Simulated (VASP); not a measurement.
Runs of VASP 6.6.1 on Hg. The structure is that of space group I4_1/amd (No. 141), or close to it. The cells are those of the table. 

```csv
cell,gap on the mesh (eV),pressure (GPa)
"a = 3.951 Å, angles 96.9, 96.9, 139.4°, 2 atoms",none,38.6
"a = 3.739 Å, angles 96.9, 96.9, 139.5°, 2 atoms",none,(a)
"a = 3.366 Å, angles 96.8, 96.8, 139.7°, 2 atoms",none,374.1
"a = 3.501 Å, angles 96.8, 96.8, 139.7°, 2 atoms",none,229.9
```

Alike in all rows: task single point; level PBE; potentials or basis VASP PAW PBE potentials, release 64 (Hg); no spin polarisation; k mesh 14 × 14 × 14; cutoff (eV) 520; smearing fermi-dirac 0.1 eV.

Question: Estimate the missing entries.

Answer: (a) 92.6.

Caveats: the cell stands under pressure; spin-orbit coupling is left out, which moves the levels of the heavy elements.

A k mesh can miss the band edges, and the runs leave out spin-orbit coupling on Hg.

A gap of «none» marks levels without a gap at the run's occupations.
